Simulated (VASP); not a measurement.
# GaN (F-43m) in VASP: single point with PBE

Aim: the single point of GaN with PBE.

All numbers are computed with VASP 6.6.1; they aren't measurements. Logs are shortened: lines on timing, memory, paths and dates and some standing lists are left out, and cuts for length are marked.

**1. The cell of the first run**

Symmetry: F-43m, No. 216, cubic system. The conventional cell has a = 4.549 Å, b = 4.549 Å, c = 4.549 Å, α = 90.00°, β = 90.00°, γ = 90.00°. Within 2.6 Å of Ga (site symmetry -43m) lie 4 N at 1.97 Å. Within 2.6 Å of N (site symmetry -43m) lie 4 Ga at 1.97 Å.

**2. Single point, PBE**

The input, INCAR:

```
PREC = Accurate
ENCUT = 520
EDIFF = 1E-6
ISMEAR = 0
SIGMA = 0.02
LREAL = F
LASPH = T
NELM = 80
ALGO = Normal
ISIF = 2
LWAVE = F
LCHARG = T
GGA = PE
LELF = T
LVHAR = T
NBANDS = 16
```

The input, KPOINTS:

```
regular mesh
0
Gamma
  10 10 10
```

The input, POSCAR:

```
GaN
1.0
    0.0000000000      2.2744141126      2.2744141126
    2.2744141126      0.0000000000      2.2744141126
    2.2744141126      2.2744141126      0.0000000000
Ga N
1 1
Direct
    0.0000000000      0.0000000000      0.0000000000
    0.7500000000      0.7500000000      0.7500000000
```

Potentials or basis: VASP PAW PBE potentials, release 64 (Ga_d, N).

Started as:

```sh
$ cat potpaw_PBE.64/Ga_d/POTCAR potpaw_PBE.64/N/POTCAR > POTCAR
$ mpirun -np 1 vasp_std > vasp.out
```

OUTCAR:

```text
PREC = Accurate
   ENCUT = 520
   EDIFF = 1E-6
   ISMEAR = 0
   LREAL = F
   LASPH = T
   NELM = 80
   ISIF = 2
   GGA = PE

 ion  position               nearest neighbor table
   1  0.000  0.000  0.000-   2 1.97   2 1.97   2 1.97   2 1.97
   2  0.750  0.750  0.750-   1 1.97   1 1.97   1 1.97   1 1.97

  LATTYP: Found a face centered cubic cell.
 ALAT       =     4.5488282252

  Lattice vectors:

 A1 = (   0.0000000000,   2.2744141126,   2.2744141126)
 A2 = (   2.2744141126,   0.0000000000,   2.2744141126)
 A3 = (   2.2744141126,   2.2744141126,   0.0000000000)

Analysis of symmetry for initial positions (statically):
=====================================================================
 Subroutine PRICEL returns:
 Original cell was already a primitive cell.

 Routine SETGRP: Setting up the symmetry group for a
 face centered cubic supercell.

 Subroutine GETGRP returns: Found 24 space group operations
 (whereof 24 operations were pure point group operations)
 out of a pool of 48 trial point group operations.

The static configuration has the point symmetry T_d .

Analysis of symmetry for dynamics (positions and initial velocities):
=====================================================================
 Subroutine PRICEL returns:
 Original cell was already a primitive cell.

 Routine SETGRP: Setting up the symmetry group for a
 face centered cubic supercell.

 Subroutine GETGRP returns: Found 24 space group operations
 (whereof 24 operations were pure point group operations)
 out of a pool of 48 trial point group operations.

The dynamic configuration has the point symmetry T_d .

 Subroutine INISYM returns: Found 24 space group operations
 (whereof 24 operations are pure point group operations),
 and found     1 'primitive' translations

----------------------------------------------------------------------------------------

                                     Primitive cell

  volume of cell :      23.5309

  direct lattice vectors                    reciprocal lattice vectors
     0.000000000  2.274414113  2.274414113    -0.219836835  0.219836835  0.219836835
     2.274414113  0.000000000  2.274414113     0.219836835 -0.219836835  0.219836835
     2.274414113  2.274414113  0.000000000     0.219836835  0.219836835 -0.219836835

  length of vectors
     3.216507284  3.216507284  3.216507284     0.380768568  0.380768568  0.380768568

  position of ions in fractional coordinates (direct lattice)
     0.000000000  0.000000000  0.000000000
     0.750000000  0.750000000  0.750000000

  ion indices of the primitive-cell ions
   primitive index   ion index
                 1           1
                 2           2

----------------------------------------------------------------------------------------

 KPOINTS: regular mesh

Automatic generation of k-mesh.
 Grid dimensions read from file:
 generate k-points for:   10   10   10

 Generating k-lattice:

  Cartesian coordinates                     Fractional coordinates (reciprocal lattice)
    -0.021983684  0.021983684  0.021983684     0.100000000  0.000000000  0.000000000
     0.021983684 -0.021983684  0.021983684     0.000000000  0.100000000  0.000000000
     0.021983684  0.021983684 -0.021983684     0.000000000  0.000000000  0.100000000

  Length of vectors
     0.038076857  0.038076857  0.038076857

  Shift w.r.t. Gamma in fractional coordinates (k-lattice)
     0.000000000  0.000000000  0.000000000

 Subroutine IBZKPT returns following result:
 ===========================================

 Found     47 irreducible k-points:

 Following reciprocal coordinates:
            Coordinates               Weight
  0.000000  0.000000  0.000000      1.000000
  0.100000  0.000000  0.000000      8.000000
  0.200000  0.000000  0.000000      8.000000
  0.300000  0.000000  0.000000      8.000000
  0.400000  0.000000  0.000000      8.000000
  0.500000  0.000000  0.000000      4.000000
[... 16 lines left out ...]
  0.300000  0.300000  0.000000      6.000000
  0.400000  0.300000  0.000000     24.000000
 [... further k-points ...]
   k-points           NKPTS =     47   k-points in BZ     NKDIM =     47   number of bands    NBANDS=     16
   number of dos      NEDOS =    301   number of ions     NIONS =      2
   total plane-waves  NPLWV =  13824
   dimension x,y,z NGX =    24 NGY =   24 NGZ =   24
   dimension x,y,z NGXF=    48 NGYF=   48 NGZF=   48
   ions per type =               1   1
   NGX,Y,Z   is equivalent  to a cutoff of  12.40, 12.40, 12.40 a.u.
   NGXF,Y,Z  is equivalent  to a cutoff of  24.81, 24.81, 24.81 a.u.
 SYSTEM =  unknown system
   PREC   = accura    normal or accurate (medium, high low for compatibility)
   ISTART =      0    job   : 0-new  1-cont  2-samecut
   ICHARG =      2    charge: 1-file 2-atom 10-const
   ISPIN  =      1    spin polarized calculation?
   LNONCOLLINEAR =      F non collinear calculations
   LSORBIT =      F    spin-orbit coupling
   LASPH  =      T    aspherical Exc in radial PAW
   ENCUT  =  520.0 eV  38.22 Ry    6.18 a.u.   5.98  5.98  5.98*2*pi/ulx,y,z
   NELM   =     80;   NELMIN=  2; NELMDL= -5     # of ELM steps
   EDIFF  = 0.1E-05   stopping-criterion for ELM
   LREAL  =      F    real-space projection
   EDIFFG = 0.1E-04   stopping-criterion for IOM
   NSW    =      0    number of steps for IOM
   IBRION =     -1    ionic relax: 0-MD 1-quasi-New 2-CG
   NFREE  =      0    steps in history (QN), initial steepest desc. (CG)
   ISIF   =      2    stress and relaxation
   ISYM   =      2    0-nonsym 1-usesym 2-fastsym
   POTIM  = 0.5000    time-step for ionic-motion
   TEBEG  =    0.0;   TEEND  =   0.0 temperature during run
   PSTRESS=    0.0 pullay stress
   NELECT =      18.0000    total number of electrons
   NUPDOWN=      -1.0000    fix difference up-down
   EMIN   =  10.00;   EMAX   =-10.00  energy-range for DOS
   EFERMI =   0.00;   METHOD = LEGACY
   ISMEAR =     0;   SIGMA  =   0.02  broadening in eV -4-tet -1-fermi 0-gaus
   EFERMI_NEDOS =   21; number of points for ismear=-14 and -15
   IALGO  =     38    algorithm
   IMIX   =      4    mixing-type and parameters
     AMIX     =   0.40;   BMIX     =  1.00
     AMIX_MAG =   1.60;   BMIX_MAG =  1.00
  volume/ion in A,a.u.               =      11.77        79.40
  Fermi-wavevector in a.u.,A,eV,Ry     =   1.497222  2.829339 30.499812  2.241673
  Thomas-Fermi vector in A             =   2.609137
   LORBIT       =      0    0 simple, 1 ext, 2 COOP (PROOUT), +10 PAW based schemes
   GGA     = PE    functional components
   LHFCALC =     F    Hartree Fock is set to
   AEXX    =    0.0000 exact exchange contribution
   IVDW    =     0    specifies the selected vdW correction
   LEPSILON=     F    determine dielectric tensor
   LRPA    =     F    only Hartree local field effects (RPA)
 non-spin polarized calculation
 Gauss-broadening in eV      SIGMA  =   0.02
  energy-cutoff  :      520.00
  volume of cell :       23.53
 maximum number of plane-waves:       644
   NGX = 11   NGY = 11   NGZ = 11

 number of electron      17.9999985 magnetization

 Free energy of the ion-electron system (eV)
  ---------------------------------------------------
  ext. energy  EPLUGINS =         0.00000000
  ---------------------------------------------------
  free energy    TOTEN  =       -12.15355741 eV

  energy without entropy =      -12.15355741  energy(sigma->0) =      -12.15355741

 E-fermi :   5.0751     XC(G=0): -11.5195

 val. band max:        4.9844390083   @ k =   0.0000   0.0000   0.0000
 cond. band min:       6.5300133334   @ k =   0.0000   0.0000   0.0000
 fundamental gap:      1.5455743251
 Fermi energy:         5.0750858011

 k-point     1 :       0.0000    0.0000    0.0000
  band No.  band energies     occupation
      1     -10.7163      2.00000
      2      -8.4379      2.00000
      3      -8.4379      2.00000
      4      -8.4379      2.00000
      5      -8.1454      2.00000
      6      -8.1454      2.00000
[... 8 lines left out ...]
     15      23.6301      0.00000
     16      23.6301      0.00000

 k-point     2 :       0.1000    0.0000    0.0000
  band No.  band energies     occupation
      1     -10.6129      2.00000
      2      -8.4254      2.00000
      3      -8.4254      2.00000
      4      -8.3969      2.00000
      5      -8.1465      2.00000
      6      -8.1465      2.00000
[... 8 lines left out ...]
     15      22.3492      0.00000
     16      22.3492      0.00000

 k-point     3 :       0.2000    0.0000    0.0000
  band No.  band energies     occupation
      1     -10.3564      2.00000
      2      -8.3964      2.00000
      3      -8.3964      2.00000
      4      -8.2277      2.00000
      5      -8.1452      2.00000
      6      -8.1452      2.00000
[... 8 lines left out ...]
     15      21.5908      0.00000
     16      21.5908      0.00000

 k-point     4 :       0.3000    0.0000    0.0000
  band No.  band energies     occupation
      1     -10.0933      2.00000
      2      -8.3706      2.00000
      3      -8.3706      2.00000
      4      -8.1327      2.00000
      5      -8.1327      2.00000
      6      -7.8274      2.00000
[... 8 lines left out ...]
     15      22.0380      0.00000
     16      22.0380      0.00000

 k-point     5 :       0.4000    0.0000    0.0000
  band No.  band energies     occupation
      1      -9.9427      2.00000
      2      -8.3595      2.00000
      3      -8.3595      2.00000
      4      -8.1120      2.00000
      5      -8.1120      2.00000
      6      -7.2358      2.00000
[... 8 lines left out ...]
     15      23.3687      0.00000
     16      23.3687      0.00000

 k-point     6 :       0.5000    0.0000    0.0000
  band No.  band energies     occupation
      1      -9.9003      2.00000
      2      -8.3574      2.00000
      3      -8.3574      2.00000
      4      -8.1017      2.00000
      5      -8.1017      2.00000
      6      -6.8973      2.00000
[... 8 lines left out ...]
     15      24.3172      0.00000
     16      24.3172      0.00000

 k-point     7 :       0.1000    0.1000    0.0000
  band No.  band energies     occupation
      1     -10.5790      2.00000
      2      -8.4141      2.00000
      3      -8.4141      2.00000
      4      -8.3980      2.00000
      5      -8.1545      2.00000
      6      -8.1386      2.00000
[... 8 lines left out ...]
     15      23.5989      0.00000
     16      24.3139      0.00000

 k-point     8 :       0.2000    0.1000    0.0000
  band No.  band energies     occupation
      1     -10.3751      2.00000
      2      -8.3946      2.00000
      3      -8.3839      2.00000
      4      -8.2847      2.00000
      5      -8.1490      2.00000
      6      -8.1318      2.00000
[... 8 lines left out ...]
     15      23.3528      0.00000
     16      23.4961      0.00000

 k-point     9 :       0.3000    0.1000    0.0000
  band No.  band energies     occupation
      1     -10.1198      2.00000
      2      -8.3717      2.00000
      3      -8.3544      2.00000
      4      -8.1844      2.00000
      5      -8.1200      2.00000
      6      -7.9114      2.00000
[... 8 lines left out ...]
     15      22.5290      0.00000
     16      23.4459      0.00000
[... 172 lines left out ...]
 k-point    19 :       0.5000    0.2000    0.0000
  band No.  band energies     occupation
      1      -9.8333      2.00000
      2      -8.3415      2.00000
      3      -8.2863      2.00000
      4      -8.1817      2.00000
      5      -8.0980      2.00000
      6      -6.7872      2.00000
[... 8 lines left out ...]
     15      24.9312      0.00000
     16      25.2787      0.00000

 k-point    20 :      -0.4000    0.2000    0.0000
  band No.  band energies     occupation
      1      -9.8273      2.00000
      2      -8.3465      2.00000
      3      -8.2919      2.00000
      4      -8.1541      2.00000
      5      -8.1201      2.00000
      6      -6.6703      2.00000
[... 8 lines left out ...]
     15      23.3642      0.00000
     16      24.9527      0.00000

 k-point    21 :      -0.3000    0.2000    0.0000
  band No.  band energies     occupation
      1      -9.8814      2.00000
      2      -8.3483      2.00000
      3      -8.3084      2.00000
      4      -8.1509      2.00000
      5      -8.1461      2.00000
      6      -7.1086      2.00000
[... 8 lines left out ...]
     15      21.9891      0.00000
     16      25.2731      0.00000

 k-point    22 :      -0.2000    0.2000    0.0000
  band No.  band energies     occupation
      1     -10.0131      2.00000
      2      -8.3552      2.00000
      3      -8.3422      2.00000
      4      -8.1653      2.00000
      5      -8.1522      2.00000
      6      -7.6584      2.00000
[... 8 lines left out ...]
     15      22.0763      0.00000
     16      25.2017      0.00000

 k-point    23 :       0.3000    0.3000    0.0000
  band No.  band energies     occupation
      1      -9.9376      2.00000
      2      -8.2954      2.00000
      3      -8.2634      2.00000
      4      -8.2634      2.00000
      5      -8.0989      2.00000
      6      -7.6354      2.00000
[... 8 lines left out ...]
     15      26.7519      0.00000
     16      26.9816      0.00000

 k-point    24 :       0.4000    0.3000    0.0000
  band No.  band energies     occupation
      1      -9.8398      2.00000
      2      -8.3142      2.00000
      3      -8.2317      2.00000
      4      -8.2316      2.00000
      5      -8.0895      2.00000
      6      -7.1879      2.00000
[... 8 lines left out ...]
     15      26.8408      0.00000
     16      27.1116      0.00000

 [... further k-points ...]
[... 5 lines left out ...]
  --------------------------------------------------------------------------------------
  -------------------------------------------------------------------------------------
  Total        0.0100250      0.0100250      0.0100250     -0.0000000      0.0000000      0.0000000
  in kB        0.6825828      0.6825828      0.6825828     -0.0000000      0.0000000      0.0000000
  external PRESSURE =       0.6825828 kB  Pullay stress =       0.0000000 kB

 VOLUME and BASIS-vectors are now :
 -----------------------------------------------------------------------------
  energy-cutoff  :      520.00
  volume of cell :       23.53
      direct lattice vectors                 reciprocal lattice vectors
     0.000000000  2.274414113  2.274414113    -0.219836835  0.219836835  0.219836835
     2.274414113  0.000000000  2.274414113     0.219836835 -0.219836835  0.219836835
     2.274414113  2.274414113  0.000000000     0.219836835  0.219836835 -0.219836835

 POSITION                                       TOTAL-FORCE (eV/Angst)
 -----------------------------------------------------------------------------------
      0.00000      0.00000      0.00000         0.000000      0.000000      0.000000
      3.41162      3.41162      3.41162        -0.000000     -0.000000     -0.000000
 -----------------------------------------------------------------------------------
    total drift:                               -0.000002     -0.000002     -0.000001

  FREE ENERGIE OF THE ION-ELECTRON SYSTEM (eV)
  ---------------------------------------------------
  free  energy   TOTEN  =       -12.1535574125 eV

  energy  without entropy=      -12.1535574125  energy(sigma->0) =      -12.15355741
```

Wall time 8.9 s (1 thread of Intel Xeon Platinum 8488C (Sapphire Rapids), shared host); peak memory 0.15 GiB.

Results:

| Quantity | Value |
| --- | --- |
| Free energy | -12.1536 eV |
| Pressure | 0.1 GPa |
| Band gap on the k mesh | 1.55 eV, direct |
